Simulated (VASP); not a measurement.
# Ga (I-43d) in VASP: notebook

The runs below take Ga through single point, with r2SCAN.

Program: VASP 6.6.1. These are calculated values, not measurements. Logs are shortened: lines on timing, memory, paths and dates and some standing lists are left out, and cuts for length are marked.

## 1. The cell of the first run

It takes space group I-43d (No. 220, cubic). The conventional cell has a = 5.987 Å, b = 5.987 Å, c = 5.987 Å, α = 90.00°, β = 90.00°, γ = 90.00°. Ga (site symmetry -4) has 12 Ga at 2.80 to 3.35 Å within 3.7 Å.

## 2. Single point, r2SCAN

File POSCAR:

```
Ga
1.0
   -2.9936968135      2.9936968135      2.9936968135
    2.9936968135     -2.9936968135      2.9936968135
    2.9936968135      2.9936968135     -2.9936968135
Ga
6
Direct
    0.2500000000      0.6250000000      0.3750000000
    0.3750000000      0.2500000000      0.6250000000
    0.7500000000      0.8750000000      0.1250000000
    0.1250000000      0.7500000000      0.8750000000
    0.6250000000      0.3750000000      0.2500000000
    0.8750000000      0.1250000000      0.7500000000
```

File INCAR.step1:

```
SYSTEM = Ga
  PREC = Accurate
  ENCUT = 520
  ISMEAR = 0
  SIGMA = 0.1
  LREAL = .False.
  LASPH = .True.
  NELM = 100
  NBANDS = 48
  GGA = PE
  ALGO = Normal
  EDIFF = 1E-4
  LWAVE = .True.
  LCHARG = .False.
```

File INCAR.step2:

```
SYSTEM = Ga
  PREC = Accurate
  ENCUT = 520
  EDIFF = 1E-6
  ISMEAR = 0
  SIGMA = 0.1
  LREAL = .False.
  LASPH = .True.
  NELM = 100
  ALGO = Normal
  ISIF = 2
  LWAVE = .False.
  LCHARG = .True.
  METAGGA = R2SCAN
  LMIXTAU = .True.
  LELF = .True.
  LVHAR = .True.
  NBANDS = 48
  ISTART = 1
```

File KPOINTS:

```
Automatic mesh
0
Gamma
  8 8 8
  0 0 0
```

Potentials or basis: VASP PAW PBE potentials, release 64 (Ga_d).

The run is started by

```console
cat potpaw_PBE.64/Ga_d/POTCAR > POTCAR
cp INCAR.step1 INCAR
mpirun -np 1 vasp_std > vasp.out
cp INCAR.step2 INCAR
mpirun -np 1 vasp_std > vasp.out
```

OUTCAR:

```text
SYSTEM = Ga
   PREC = Accurate
   ENCUT = 520
   EDIFF = 1E-6
   ISMEAR = 0
   LREAL = .False.
   LASPH = .True.
   NELM = 100
   ISIF = 2
   METAGGA = R2SCAN
   ISTART = 1

 ion  position               nearest neighbor table
   1  0.250  0.625  0.375-   6 2.80   5 2.80   2 2.80   4 2.80   5 2.80   4 2.80   6 2.80   2 2.80

   2  0.375  0.250  0.625-   3 2.80   5 2.80   1 2.80   5 2.80   6 2.80   1 2.80   6 2.80   3 2.80

   3  0.750  0.875  0.125-   2 2.80   6 2.80   4 2.80   5 2.80   6 2.80   5 2.80   2 2.80   4 2.80

   4  0.125  0.750  0.875-   5 2.80   6 2.80   1 2.80   3 2.80   6 2.80   1 2.80   3 2.80   5 2.80

   5  0.625  0.375  0.250-   1 2.80   4 2.80   1 2.80   2 2.80   3 2.80   2 2.80   3 2.80   4 2.80

   6  0.875  0.125  0.750-   4 2.80   1 2.80   2 2.80   3 2.80   4 2.80   3 2.80   2 2.80   1 2.80

  LATTYP: Found a body centered cubic cell.
 ALAT       =     5.9873936270

  Lattice vectors:

 A1 = (  -2.9936968135,   2.9936968135,   2.9936968135)
 A2 = (   2.9936968135,  -2.9936968135,   2.9936968135)
 A3 = (   2.9936968135,   2.9936968135,  -2.9936968135)

Analysis of symmetry for initial positions (statically):
=====================================================================
 Subroutine PRICEL returns:
 Original cell was already a primitive cell.

 Routine SETGRP: Setting up the symmetry group for a
 body centered cubic supercell.

 Subroutine GETGRP returns: Found 24 space group operations
 (whereof  3 operations were pure point group operations)
 out of a pool of 48 trial point group operations.

The static configuration has the point symmetry C_3 .
 The point group associated with its full space group is T_d .

Analysis of symmetry for dynamics (positions and initial velocities):
=====================================================================
 Subroutine PRICEL returns:
 Original cell was already a primitive cell.

 Routine SETGRP: Setting up the symmetry group for a
 body centered cubic supercell.

 Subroutine GETGRP returns: Found 24 space group operations
 (whereof  3 operations were pure point group operations)
 out of a pool of 48 trial point group operations.

The dynamic configuration has the point symmetry C_3 .
 The point group associated with its full space group is T_d .

 Subroutine INISYM returns: Found 24 space group operations
 (whereof  3 operations are pure point group operations),
 and found     1 'primitive' translations

----------------------------------------------------------------------------------------

[... 99 lines left out ...]
   NELM   =    100;   NELMIN=  2; NELMDL=  0     # of ELM steps
   EDIFF  = 0.1E-05   stopping-criterion for ELM
   LREAL  =      F    real-space projection
   EDIFFG = 0.1E-04   stopping-criterion for IOM
   NSW    =      0    number of steps for IOM
   IBRION =     -1    ionic relax: 0-MD 1-quasi-New 2-CG
   NFREE  =      0    steps in history (QN), initial steepest desc. (CG)
   ISIF   =      2    stress and relaxation
   ISYM   =      2    0-nonsym 1-usesym 2-fastsym
   POTIM  = 0.5000    time-step for ionic-motion
   TEBEG  =    0.0;   TEEND  =   0.0 temperature during run
   PSTRESS=    0.0 pullay stress
   NELECT =      78.0000    total number of electrons
   NUPDOWN=      -1.0000    fix difference up-down
   EMIN   =  10.00;   EMAX   =-10.00  energy-range for DOS
   EFERMI =   0.00;   METHOD = LEGACY
   ISMEAR =     0;   SIGMA  =   0.10  broadening in eV -4-tet -1-fermi 0-gaus
   EFERMI_NEDOS =   21; number of points for ismear=-14 and -15
   IALGO  =     38    algorithm
   IMIX   =      4    mixing-type and parameters
     AMIX     =   0.40;   BMIX     =  1.00
     AMIX_MAG =   1.60;   BMIX_MAG =  1.00
  volume/ion in A,a.u.               =      17.89       120.71
  Fermi-wavevector in a.u.,A,eV,Ry     =   1.471901  2.781489 29.476914  2.166492
  Thomas-Fermi vector in A             =   2.586981
   LORBIT       =      0    0 simple, 1 ext, 2 COOP (PROOUT), +10 PAW based schemes
   METAGGA = R2SCAN    functional components
   LHFCALC =     F    Hartree Fock is set to
   AEXX    =    0.0000 exact exchange contribution
   IVDW    =     0    specifies the selected vdW correction
   LEPSILON=     F    determine dielectric tensor
   LRPA    =     F    only Hartree local field effects (RPA)
 non-spin polarized calculation
 Gauss-broadening in eV      SIGMA  =   0.10
  energy-cutoff  :      520.00
  volume of cell :      107.32
 maximum number of plane-waves:      2916
   NGX = 19   NGY = 19   NGZ = 19

 number of electron      77.9999992 magnetization

 Free energy of the ion-electron system (eV)
  ---------------------------------------------------
  ext. energy  EPLUGINS =         0.00000000
  ---------------------------------------------------
  free energy    TOTEN  =       -67.94368097 eV

  energy without entropy =      -67.92913162  energy(sigma->0) =      -67.93640629

 E-fermi :   5.8752     XC(G=0): -12.4215

 val. band max:        5.8741240099   @ k =   0.3750   0.1250   0.0000
 cond. band min:       5.8756198924   @ k =  -0.3750   0.5000   0.2500
 fundamental gap:      0.0014958825
 Fermi energy:         5.8752250055

 k-point     1 :       0.0000    0.0000    0.0000
  band No.  band energies     occupation
      1      -9.7230      2.00000
      2      -9.6878      2.00000
      3      -9.6878      2.00000
      4      -9.6504      2.00000
      5      -9.6504      2.00000
      6      -9.6504      2.00000
[... 1213 lines left out ...]
     47      11.9574      0.00000
     48      12.5443      0.00000

 [... further k-points ...]
[... 5 lines left out ...]
  --------------------------------------------------------------------------------------
  -------------------------------------------------------------------------------------
  Total        0.0839599      0.0839599      0.0839599      0.0000000     -0.0000000      0.0000000
  in kB        1.2534274      1.2534274      1.2534274      0.0000000     -0.0000000      0.0000000
  external PRESSURE =       1.2534274 kB  Pullay stress =       0.0000000 kB

 VOLUME and BASIS-vectors are now :
 -----------------------------------------------------------------------------
  energy-cutoff  :      520.00
  volume of cell :      107.32
      direct lattice vectors                 reciprocal lattice vectors
    -2.993696814  2.993696814  2.993696814     0.000000000  0.167017581  0.167017581
     2.993696814 -2.993696814  2.993696814     0.167017581  0.000000000  0.167017581
     2.993696814  2.993696814 -2.993696814     0.167017581  0.167017581  0.000000000

 POSITION                                       TOTAL-FORCE (eV/Angst)
 -----------------------------------------------------------------------------------
      2.24527      0.00000      1.49685         0.000000      0.000000     -0.000000
      1.49685      2.24527      0.00000         0.000000      0.000000     -0.000000
      0.74842      0.00000      4.49055         0.000000      0.000000     -0.000000
      4.49055      0.74842      0.00000        -0.000000     -0.000000      0.000000
      0.00000      1.49685      2.24527        -0.000000      0.000000     -0.000000
      0.00000      4.49055      0.74842         0.000000     -0.000000      0.000000
 -----------------------------------------------------------------------------------
    total drift:                               -0.000001     -0.000001     -0.000001

  FREE ENERGIE OF THE ION-ELECTRON SYSTEM (eV)
  ---------------------------------------------------
  free  energy   TOTEN  =       -67.9436809659 eV

  energy  without entropy=      -67.9291316212  energy(sigma->0) =      -67.93640629
```

OUTCAR.step1:

```text
SYSTEM = Ga
   PREC = Accurate
   ENCUT = 520
   ISMEAR = 0
   LREAL = .False.
   LASPH = .True.
   NELM = 100
[... 1466 lines left out ...]
      4.49055      0.74842      0.00000         0.000000     -0.000000      0.000000
      0.00000      1.49685      2.24527        -0.000000      0.000000     -0.000000
      0.00000      4.49055      0.74842         0.000000     -0.000000      0.000000
 -----------------------------------------------------------------------------------
    total drift:                               -0.000000     -0.000000     -0.000000

  FREE ENERGIE OF THE ION-ELECTRON SYSTEM (eV)
  ---------------------------------------------------
  free  energy   TOTEN  =       -17.2176221209 eV

  energy  without entropy=      -17.2040829867  energy(sigma->0) =      -17.21085255
```

It took 4.6 min on 1 thread of Intel Xeon Platinum 8488C (Sapphire Rapids), shared host; peak memory 0.3 GiB.

What came out:

```
Free energy            : -67.9437 eV
Pressure               : 0.1 GPa
Band gap on the k mesh : zero (band 39 reaches 7.86 eV, above the bottom of band 40 at 3.78 eV)
```

Caveat: the PAW data sets were made with another functional, which shifts forces and pressure a little.

## 3. Single point, r2SCAN

POSCAR is that of step 2.

File INCAR.step1:

```
ALGO = Normal
EDIFF = 1E-4
ENCUT = 520
GGA = PE
ISMEAR = 0
LASPH = T
LCHARG = F
LREAL = F
LWAVE = T
NBANDS = 48
NELM = 100
PREC = Accurate
SIGMA = 0.1
```

File INCAR.step2:

```
ALGO = Normal
EDIFF = 1E-7
ENCUT = 520
ISIF = 2
ISMEAR = 0
ISTART = 1
LASPH = T
LCHARG = T
LELF = T
LMIXTAU = T
LREAL = F
LVHAR = T
LWAVE = F
METAGGA = R2SCAN
NBANDS = 48
NELM = 100
PREC = Accurate
SIGMA = 0.1
```

File KPOINTS:

```
k-points
0
Gamma
  8 8 8
```

Potentials or basis: VASP PAW PBE potentials, release 64 (Ga_d).

The run is started by

```console
cat potpaw_PBE.64/Ga_d/POTCAR > POTCAR
cp INCAR.step1 INCAR
mpirun -np 1 vasp_std > vasp.out
cp INCAR.step2 INCAR
mpirun -np 1 vasp_std > vasp.out
```

OUTCAR:

```text
EDIFF = 1E-7
   ENCUT = 520
   ISIF = 2
   ISMEAR = 0
   ISTART = 1
   LASPH = T
   LREAL = F
   METAGGA = R2SCAN
   NELM = 100
   PREC = Accurate

 ion  position               nearest neighbor table
   1  0.250  0.625  0.375-   6 2.80   5 2.80   2 2.80   4 2.80   5 2.80   4 2.80   6 2.80   2 2.80

   2  0.375  0.250  0.625-   3 2.80   5 2.80   1 2.80   5 2.80   6 2.80   1 2.80   6 2.80   3 2.80

   3  0.750  0.875  0.125-   2 2.80   6 2.80   4 2.80   5 2.80   6 2.80   5 2.80   2 2.80   4 2.80

[... 1437 lines left out ...]
  -------------------------------------------------------------------------------------
  Total        0.0580919      0.0580919      0.0580919      0.0000000     -0.0000000     -0.0000000
  in kB        0.8672471      0.8672471      0.8672471      0.0000000     -0.0000000     -0.0000000
  external PRESSURE =       0.8672471 kB  Pullay stress =       0.0000000 kB

 VOLUME and BASIS-vectors are now :
 -----------------------------------------------------------------------------
  energy-cutoff  :      520.00
  volume of cell :      107.32
      direct lattice vectors                 reciprocal lattice vectors
    -2.993696814  2.993696814  2.993696814     0.000000000  0.167017581  0.167017581
     2.993696814 -2.993696814  2.993696814     0.167017581  0.000000000  0.167017581
     2.993696814  2.993696814 -2.993696814     0.167017581  0.167017581  0.000000000

 POSITION                                       TOTAL-FORCE (eV/Angst)
 -----------------------------------------------------------------------------------
      2.24527      0.00000      1.49685        -0.000000      0.000000      0.000000
      1.49685      2.24527      0.00000        -0.000000      0.000000     -0.000000
      0.74842      0.00000      4.49055         0.000000      0.000000     -0.000000
      4.49055      0.74842      0.00000        -0.000000     -0.000000      0.000000
      0.00000      1.49685      2.24527        -0.000000     -0.000000      0.000000
      0.00000      4.49055      0.74842         0.000000     -0.000000     -0.000000
 -----------------------------------------------------------------------------------
    total drift:                               -0.000001     -0.000001     -0.000001

  FREE ENERGIE OF THE ION-ELECTRON SYSTEM (eV)
  ---------------------------------------------------
  free  energy   TOTEN  =       -67.9436793790 eV

  energy  without entropy=      -67.9291294373  energy(sigma->0) =      -67.93640441
```

OSZICAR.step1:

```text
N       E                     dE             d eps       ncg     rms          rms(c)
DAV:   1     0.662647610310E+03    0.66265E+03   -0.36436E+04  2880   0.317E+03
DAV:   2     0.833817618113E+02   -0.57927E+03   -0.56154E+03  2784   0.677E+02
DAV:   3    -0.130219692116E+02   -0.96404E+02   -0.93004E+02  3184   0.191E+02
DAV:   4    -0.172793711348E+02   -0.42574E+01   -0.42123E+01  3144   0.442E+01
DAV:   5    -0.173938314066E+02   -0.11446E+00   -0.11429E+00  3432   0.783E+00    0.238E+00
DAV:   6    -0.172502424944E+02    0.14359E+00   -0.37099E-01  3584   0.653E+00    0.120E+00
DAV:   7    -0.172205880901E+02    0.29654E-01   -0.68683E-02  3744   0.220E+00    0.330E-01
DAV:   8    -0.172175274755E+02    0.30606E-02   -0.10431E-02  3056   0.966E-01    0.366E-02
DAV:   9    -0.172176221209E+02   -0.94645E-04   -0.84754E-04  3472   0.232E-01
   1 F= -.17217622E+02 E0= -.17210853E+02  d E =-.135391E-01
```

Run time: 5.7 min. Hardware: 1 thread of Intel Xeon Platinum 8488C (Sapphire Rapids), shared host; peak memory 0.3 GiB.

What came out:

| Item | Value |
| --- | --- |
| Free energy | -67.9437 eV |
| Pressure | 0.1 GPa |
| Band gap on the k mesh | zero (band 39 reaches 7.86 eV, above the bottom of band 40 at 3.78 eV) |

Caveat: the PAW data sets were made with another functional, which shifts forces and pressure a little.

[end of part 1 of 2]
